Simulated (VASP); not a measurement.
Input of a VASP 6.6.1 run:

Contents of INCAR:

```
PREC = Accurate
ENCUT = 600
EDIFF = 1E-7
ISMEAR = 0
SIGMA = 0.2
LREAL = False
LASPH = True
NELM = 80
ALGO = Normal
ISIF = 3
LWAVE = False
LCHARG = False
GGA = PE
IBRION = 2
NSW = 36
EDIFFG = -0.08
```

The input KPOINTS:

```
Automatic mesh
0
Gamma
  4 4 4
```

File POSCAR:

```
Cd4Se
1.0
   -2.5943107500      2.5943107500      4.9440949700
    2.5943107500     -2.5943107500      4.9440949700
    2.5943107500      2.5943107500     -4.9440949700
Cd Se
4 1
Direct
    0.8642321300      0.3642321300      0.5000000000
    0.3642321300      0.8642321300      0.5000000000
    0.1357678700      0.6357678700      0.5000000000
    0.6357678700      0.1357678700      0.5000000000
    0.0000000000      0.0000000000      0.0000000000
```

Potentials or basis: VASP PAW PBE potentials, release 64 (Cd, Se).

Command:

```sh
$ cat potpaw_PBE.64/Cd/POTCAR potpaw_PBE.64/Se/POTCAR > POTCAR
$ mpirun -np 1 vasp_std > vasp.out
```

Problem. Estimate the space group after relaxing (to 0.1 Å).

Solution. I4/mmm (No. 139).

Problem. Predict the relaxed cell.

Solution. a = 7.763 Å, b = 7.763 Å, c = 7.763 Å, α = 147.56°, β = 147.56°, γ = 46.53°.

Problem. What does it give for the band gap on the k mesh?

Solution. Zero (bands 27 and 28 overlap by 2.43 eV).

Problem. Predict the relaxed volume.

Solution. 26.83 Å³/atom.

Forces in eV/Å, atoms in the order of the input:
```
Cd   0.000  0.000 -0.078
Cd   0.000  0.000 -0.078
Cd   0.000  0.000  0.078
Cd   0.000  0.000  0.078
Se   0.000  0.000  0.000
```

Caveat: a cell axis changed by over 15 % at a fixed basis, so the end point is rough; the relaxation stopped at a loose force limit of 0.08 eV/Å, so its end isn't a converged minimum.
